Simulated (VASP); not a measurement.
# Nb (Pnma) in VASP: relaxation of cell and atoms with PBE

Aim: the relaxation of cell and atoms of Nb with PBE.

Everything below comes from runs of VASP 6.6.1. Logs are shortened: lines on timing, memory, paths and dates and some standing lists are left out, and cuts for length are marked.

## (1) The cell of the first run

Symmetry: Pnma, No. 62, orthorhombic system. The conventional cell has a = 5.347 Å, b = 4.885 Å, c = 2.811 Å, α = 90.00°, β = 90.00°, γ = 90.00°. Nb (site symmetry m) has 14 Nb at 2.74 to 3.47 Å within 3.6 Å.

## (2) Relaxation of cell and atoms, PBE

Contents of INCAR:

```
SYSTEM = Nb
ALGO = Normal ; EDIFF = 1E-7
EDIFFG = -0.01 ; ENCUT = 500
GGA = PE ; GGA_COMPAT = .False.
IBRION = 2 ; ISIF = 3
ISMEAR = 0 ; LASPH = .True.
LCHARG = .False. ; LREAL = .False.
LWAVE = .False. ; NELM = 120
NELMIN = 4 ; NSW = 100
PREC = Accurate ; SIGMA = 0.1
```

Contents of KPOINTS:

```
k-points
0
Gamma
  10 10 16
  0 0 0
```

Contents of POSCAR:

```
Nb
1.0
    5.3470335108      0.0000000000      0.0000000000
    0.0000000000      4.8847774535      0.0000000000
    0.0000000000      0.0000000000      2.8108593930
Nb
4
Direct
    0.1318251294      0.2500000000      0.6410173480
    0.8681748706      0.7500000000      0.3589826520
    0.3681748706      0.7500000000      0.1410173480
    0.6318251294      0.2500000000      0.8589826520
```

Potentials or basis: VASP PAW PBE potentials, release 64 (Nb_sv).

Started as:

```
$ cat potpaw_PBE.64/Nb_sv/POTCAR > POTCAR
$ mpirun -np 1 vasp_std > vasp.out
```

OUTCAR:

```text
SYSTEM = Nb
   EDIFF = 1E-7
   EDIFFG = -0.01
   ENCUT = 500
   GGA = PE
   IBRION = 2
   ISIF = 3
   ISMEAR = 0
   LASPH = .True.
   LREAL = .False.
   NELM = 120
   NELMIN = 4
   NSW = 100
   PREC = Accurate

 ion  position               nearest neighbor table
   1  0.132  0.250  0.641-   4 2.74   4 2.74   2 2.93   2 2.93
   2  0.868  0.750  0.359-   3 2.74   3 2.74   1 2.93   1 2.93
   3  0.368  0.750  0.141-   2 2.74   2 2.74   4 2.93   4 2.93
   4  0.632  0.250  0.859-   1 2.74   1 2.74   3 2.93   3 2.93

  LATTYP: Found a simple orthorhombic cell.
 ALAT       =     2.8108593930
 B/A-ratio  =     1.7378234805
 C/A-ratio  =     1.9022771200

  Lattice vectors:

 A1 = (   0.0000000000,   0.0000000000,  -2.8108593930)
 A2 = (   0.0000000000,   4.8847774535,   0.0000000000)
 A3 = (   5.3470335108,   0.0000000000,   0.0000000000)

Analysis of symmetry for initial positions (statically):
=====================================================================
 Subroutine PRICEL returns:
 Original cell was already a primitive cell.

 Routine SETGRP: Setting up the symmetry group for a
 simple orthorhombic supercell.

 Subroutine GETGRP returns: Found  8 space group operations
 (whereof  2 operations were pure point group operations)
 out of a pool of  8 trial point group operations.

The static configuration has the point symmetry S_2 .
 The point group associated with its full space group is D_2h.

Analysis of symmetry for dynamics (positions and initial velocities):
=====================================================================
 Subroutine PRICEL returns:
 Original cell was already a primitive cell.

 Routine SETGRP: Setting up the symmetry group for a
 simple orthorhombic supercell.

 Subroutine GETGRP returns: Found  8 space group operations
 (whereof  2 operations were pure point group operations)
 out of a pool of  8 trial point group operations.

The dynamic configuration has the point symmetry S_2 .
 The point group associated with its full space group is D_2h.

 Subroutine INISYM returns: Found  8 space group operations
 (whereof  2 operations are pure point group operations),
 and found     1 'primitive' translations

----------------------------------------------------------------------------------------

                                     Primitive cell

  volume of cell :      73.4170

  direct lattice vectors                    reciprocal lattice vectors
     5.347033511  0.000000000  0.000000000     0.187019587  0.000000000  0.000000000
     0.000000000  4.884777453  0.000000000     0.000000000  0.204717617  0.000000000
     0.000000000  0.000000000  2.810859393     0.000000000  0.000000000  0.355763082

  length of vectors
     5.347033511  4.884777453  2.810859393     0.187019587  0.204717617  0.355763082

  position of ions in fractional coordinates (direct lattice)
     0.131825129  0.250000000  0.641017348
     0.868174871  0.750000000  0.358982652
     0.368174871  0.750000000  0.141017348
     0.631825129  0.250000000  0.858982652

  ion indices of the primitive-cell ions
   primitive index   ion index
                 1           1
                 2           2
                 3           3
                 4           4

----------------------------------------------------------------------------------------

 KPOINTS: k-points

Automatic generation of k-mesh.
 Grid dimensions read from file:
 generate k-points for:   10   10   16

 Generating k-lattice:

  Cartesian coordinates                     Fractional coordinates (reciprocal lattice)
     0.018701959  0.000000000  0.000000000     0.100000000  0.000000000  0.000000000
     0.000000000  0.020471762  0.000000000     0.000000000  0.100000000  0.000000000
     0.000000000  0.000000000  0.022235193     0.000000000  0.000000000  0.062500000

  Length of vectors
     0.018701959  0.020471762  0.022235193

  Shift w.r.t. Gamma in fractional coordinates (k-lattice)
     0.000000000  0.000000000  0.000000000

 Subroutine IBZKPT returns following result:
 ===========================================

 Found    324 irreducible k-points:

 Following reciprocal coordinates:
            Coordinates               Weight
  0.000000  0.000000  0.000000      1.000000
  0.100000  0.000000  0.000000      2.000000
  0.200000  0.000000  0.000000      2.000000
  0.300000  0.000000  0.000000      2.000000
  0.400000  0.000000  0.000000      2.000000
  0.500000  0.000000  0.000000      1.000000
[... 16 lines left out ...]
  0.400000  0.300000  0.000000      4.000000
  0.500000  0.300000  0.000000      2.000000
 [... further k-points ...]
   k-points           NKPTS =    324   k-points in BZ     NKDIM =    324   number of bands    NBANDS=     31
   number of dos      NEDOS =    301   number of ions     NIONS =      4
   total plane-waves  NPLWV =  28800
   dimension x,y,z NGX =    40 NGY =   36 NGZ =   20
   dimension x,y,z NGXF=    80 NGYF=   72 NGZF=   40
   ions per type =               4
   NGX,Y,Z   is equivalent  to a cutoff of  12.44, 12.25, 11.83 a.u.
   NGXF,Y,Z  is equivalent  to a cutoff of  24.87, 24.50, 23.66 a.u.
 SYSTEM =  Nb
   PREC   = accura    normal or accurate (medium, high low for compatibility)
   ISTART =      0    job   : 0-new  1-cont  2-samecut
   ICHARG =      2    charge: 1-file 2-atom 10-const
   ISPIN  =      1    spin polarized calculation?
   LNONCOLLINEAR =      F non collinear calculations
   LSORBIT =      F    spin-orbit coupling
   LASPH  =      T    aspherical Exc in radial PAW
   ENCUT  =  500.0 eV  36.75 Ry    6.06 a.u.   9.75  8.91  5.12*2*pi/ulx,y,z
   NELM   =    120;   NELMIN=  4; NELMDL= -5     # of ELM steps
   EDIFF  = 0.1E-06   stopping-criterion for ELM
   LREAL  =      F    real-space projection
   EDIFFG = -.1E-01   stopping-criterion for IOM
   NSW    =    100    number of steps for IOM
   IBRION =      2    ionic relax: 0-MD 1-quasi-New 2-CG
   NFREE  =      1    steps in history (QN), initial steepest desc. (CG)
   ISIF   =      3    stress and relaxation
   ISYM   =      2    0-nonsym 1-usesym 2-fastsym
   POTIM  = 0.5000    time-step for ionic-motion
   TEBEG  =    0.0;   TEEND  =   0.0 temperature during run
   PSTRESS=    0.0 pullay stress
   NELECT =      52.0000    total number of electrons
   NUPDOWN=      -1.0000    fix difference up-down
   EMIN   =  10.00;   EMAX   =-10.00  energy-range for DOS
   EFERMI =   0.00;   METHOD = LEGACY
   ISMEAR =     0;   SIGMA  =   0.10  broadening in eV -4-tet -1-fermi 0-gaus
   EFERMI_NEDOS =   21; number of points for ismear=-14 and -15
   IALGO  =     38    algorithm
   IMIX   =      4    mixing-type and parameters
     AMIX     =   0.40;   BMIX     =  1.00
     AMIX_MAG =   1.60;   BMIX_MAG =  1.00
  volume/ion in A,a.u.               =      18.35       123.86
  Fermi-wavevector in a.u.,A,eV,Ry     =   1.459297  2.757671 28.974254  2.129548
  Thomas-Fermi vector in A             =   2.575881
   LORBIT       =      0    0 simple, 1 ext, 2 COOP (PROOUT), +10 PAW based schemes
   GGA     = PE    functional components
   LHFCALC =     F    Hartree Fock is set to
   AEXX    =    0.0000 exact exchange contribution
   IVDW    =     0    specifies the selected vdW correction
   LEPSILON=     F    determine dielectric tensor
   LRPA    =     F    only Hartree local field effects (RPA)
 conjugate gradient relaxation of ions
 non-spin polarized calculation
 Gauss-broadening in eV      SIGMA  =   0.10
  energy-cutoff  :      500.00
  volume of cell :       73.42
 maximum number of plane-waves:      1890
 NGX is ok and might be reduce to    40
   NGX = 19   NGY = 17   NGZ = 11

--------------------------------------- Ionic step        1  -------------------------------------------

 number of electron      51.9999993 magnetization

 Free energy of the ion-electron system (eV)
  ---------------------------------------------------
  ext. energy  EPLUGINS =         0.00000000
  ---------------------------------------------------
  free energy    TOTEN  =       -40.42506566 eV

  energy without entropy =      -40.40410083  energy(sigma->0) =      -40.41458325

------------------------ aborting loop because EDIFF is reached ----------------------------------------

  FORCE on cell =-STRESS in cart. coord.  units (eV):
  Direction    XX          YY          ZZ          XY          YZ          ZX
  --------------------------------------------------------------------------------------
  -------------------------------------------------------------------------------------
  Total        0.5039408     -0.4787412     -0.1581264      0.0000000      0.0000000      0.0000000
  in kB       10.9974826    -10.4475535     -3.4507872      0.0000000      0.0000000      0.0000000
  external PRESSURE =      -0.9669527 kB  Pullay stress =       0.0000000 kB
[... 251 lines left out ...]
  energy  without entropy=      -40.4110481955  energy(sigma->0) =      -40.42186287

--------------------------------------- Ionic step        8  -------------------------------------------

 number of electron      52.0000001 magnetization

 Free energy of the ion-electron system (eV)
  ---------------------------------------------------
  ext. energy  EPLUGINS =         0.00000000
  ---------------------------------------------------
  free energy    TOTEN  =       -40.43271113 eV

  energy without entropy =      -40.41106043  energy(sigma->0) =      -40.42188578

 E-fermi :  11.0496     XC(G=0): -12.3950

 val. band max:       11.0493543390   @ k =   0.2000   0.4000   0.1875
 cond. band min:      11.0501599938   @ k =   0.4000   0.5000   0.2500
 fundamental gap:      0.0008056548
 Fermi energy:        11.0495921046

 k-point     1 :       0.0000    0.0000    0.0000
  band No.  band energies     occupation
      1     -43.4769      2.00000
      2     -43.2952      2.00000
      3     -43.2330      2.00000
      4     -43.2330      2.00000
      5     -20.0413      2.00000
      6     -20.0177      2.00000
[... 805 lines left out ...]
     30      13.1500      0.00000
     31      13.7715      0.00000

 [... further k-points ...]

------------------------ aborting loop because EDIFF is reached ----------------------------------------

  FORCE on cell =-STRESS in cart. coord.  units (eV):
  Direction    XX          YY          ZZ          XY          YZ          ZX
  --------------------------------------------------------------------------------------
  -------------------------------------------------------------------------------------
  Total       -0.0097571     -0.0101117      0.0114393      0.0000000     -0.0000000      0.0000000
  in kB       -0.2130945     -0.2208376      0.2498324      0.0000000     -0.0000000      0.0000000
  external PRESSURE =      -0.0613666 kB  Pullay stress =       0.0000000 kB
[... 19 lines left out ...]
  FREE ENERGIE OF THE ION-ELECTRON SYSTEM (eV)
  ---------------------------------------------------
  free  energy   TOTEN  =       -40.4327111347 eV

  energy  without entropy=      -40.4110604345  energy(sigma->0) =      -40.42188578

 reached required accuracy - stopping structural energy minimisation
```

Run time: 31 min. Hardware: 1 thread of Intel Xeon Platinum 8488C (Sapphire Rapids), shared host; peak memory 0.56 GiB.

What came out:

* Free energy: -40.4327 eV
* Relaxed volume: 18.34 Å³/atom
* Relaxed cell: a = 5.425 Å, b = 4.841 Å, c = 2.793 Å, α = 90.00°, β = 90.00°, γ = 90.00°
* Space group after relaxing (to 0.1 Å): Pnma (No. 62)
* Energy gained by relaxing: 1.9 meV/atom
* Ionic steps: 8
* Pressure after relaxing: 0.0 GPa
* Largest force after relaxing: 0.009 eV/Å
* Band gap on the k mesh: zero (bands 26 and 27 overlap by 1.36 eV)

Forces in eV/Å, atoms in the order of the input:
```
Nb  -0.005  0.000  0.007
Nb   0.005  0.000 -0.007
Nb   0.005  0.000  0.007
Nb  -0.005  0.000 -0.007
```

The path:
```csv
step,energy change (eV),largest force (eV/Å),pressure (GPa),volume (Å³)
1,0.0000,0.0691,-0.10,73.42
2,-0.0053,0.0385,0.17,73.30
3,-0.0070,0.0148,0.41,73.18
4,-0.0064,0.0132,-0.87,73.74
5,-0.0074,0.0133,-0.08,73.40
6,-0.0076,0.0124,-0.03,73.37
7,-0.0076,0.0119,0.01,73.36
8,-0.0076,0.0086,-0.01,73.36
```

Final structure:
```
Nb
1.0
     5.42456    0.00000    0.00000
     0.00000    4.84141    0.00000
     0.00000    0.00000    2.79334
Nb
4
Direct
  0.13233 0.25000 0.64365
  0.86767 0.75000 0.35635
  0.36767 0.75000 0.14365
  0.63233 0.25000 0.85635
```
